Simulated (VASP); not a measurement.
Wanted: the native input for a VASP 6.6.1 run.

| Quantity | Value |
| --- | --- |
| Task | single point |
| Functional | PBE |
| Potentials or basis | VASP PAW PBE potentials, release 64 (Al, H) |
| Cutoff | 520 eV |
| k mesh | 4 × 4 × 4 |
| Occupations | gaussian, width 0.1 eV |
| Spin | no spin polarisation |
| Dipole correction | no |
| Further INCAR settings | ALGO = Normal; EDIFF = 1e-06; NBANDS = 12 |

The structure of AlH4 lies in POSCAR:

```
AlH4
1.0
    3.3908991097      0.0000000000      0.0000000000
    0.0000000000      3.3908991097      0.0000000000
    0.0000000000      0.0000000000      3.3908991097
Al H
1 4
Direct
    0.0000000000      0.0000000000      0.0000000000
    0.5000000000      0.0000000000      0.0000000000
    0.0000000000      0.5000000000      0.0000000000
    0.0000000000      0.0000000000      0.5000000000
    0.5000000000      0.5000000000      0.5000000000
```

The cell was built from a structure type or drawn by symmetry, and may not be a known phase.

One way to write it, as run:

INCAR

```
ALGO = Normal
EDIFF = 1E-6
ENCUT = 520
GGA = PE
ISIF = 2
ISMEAR = 0
LASPH = True
LCHARG = False
LREAL = False
LWAVE = False
NBANDS = 12
NELM = 60
PREC = Accurate
SIGMA = 0.1
```

KPOINTS

```
k-points
0
Gamma
  4 4 4
```

Potentials or basis: VASP PAW PBE potentials, release 64 (Al, H).

Launch:

```sh
$ cat potpaw_PBE.64/Al/POTCAR potpaw_PBE.64/H/POTCAR > POTCAR
$ mpirun -np 1 vasp_std > vasp.out
```

Results of the run:

| Item | Value |
| --- | --- |
| Pressure | -0.4 GPa |
| Band gap on the k mesh | zero (an odd number of electrons rules out a gap without spin polarisation) |

Caveat: the k points lie up to 0.46 Å⁻¹ apart, too coarse for converged energies and pressures of a metal.

Run time: 12 s on 1 thread of Intel Xeon 8259CL, on a shared host, peak memory 0.14 GiB.
